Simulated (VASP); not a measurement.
Bi2Te: single point with PBE

Crystal: Bi2Te.

```
Bi Te
1.0
    10.53931    0.00000    0.00000
    -5.26965    9.12731    0.00000
     0.00000    0.00000    3.09404
Bi Te
4 2
Direct
  0.00000 0.00000 0.00000
  0.50000 0.00000 0.50000
  0.00000 0.50000 0.50000
  0.50000 0.50000 0.50000
  0.33333 0.66667 0.50000
  0.66667 0.33333 0.50000
```

| Property | Result |
| --- | --- |
| Program | VASP 6.6.1 |
| Task | single point |
| Functional | PBE |
| Potentials or basis | VASP PAW PBE potentials, release 64 (Bi_d, Te) |
| Cutoff | 520 eV |
| k mesh | 3 × 3 × 4 |
| Occupations | gaussian, width 0.1 eV |
| Spin | no spin polarisation |

```json
{"Pressure": "0.2 GPa", "Band gap on the k mesh": "zero (band 36 reaches 4.27 eV, above the bottom of band 37 at 2.85 eV)"}
```

Stress tensor (GPa, compression positive):
```
 0.24  0.00  0.00
 0.00  0.24  0.00
 0.00  0.00 -0.01
```

Levels at points of the mesh, in eV from the Fermi level:
```csv
k point,band 33,band 34,band 35,band 36,band 37,band 38,band 39,band 40
"(0.00, 0.00, 0.00)",-1.30,-0.93,-0.93,-0.47,2.75,2.75,2.78,2.89
"(0.00, 0.00, 0.50)",-3.10,-2.86,-0.29,-0.29,0.69,0.69,1.17,1.29
```

Wall time 63 s on 1 thread of Intel(R) Xeon(R) 6975P-C (Granite Rapids), with other jobs on the host, peak memory 0.43 GiB.

Caveat: the k points lie up to 0.51 Å⁻¹ apart; spin-orbit coupling is left out, which moves the levels of the heavy elements.
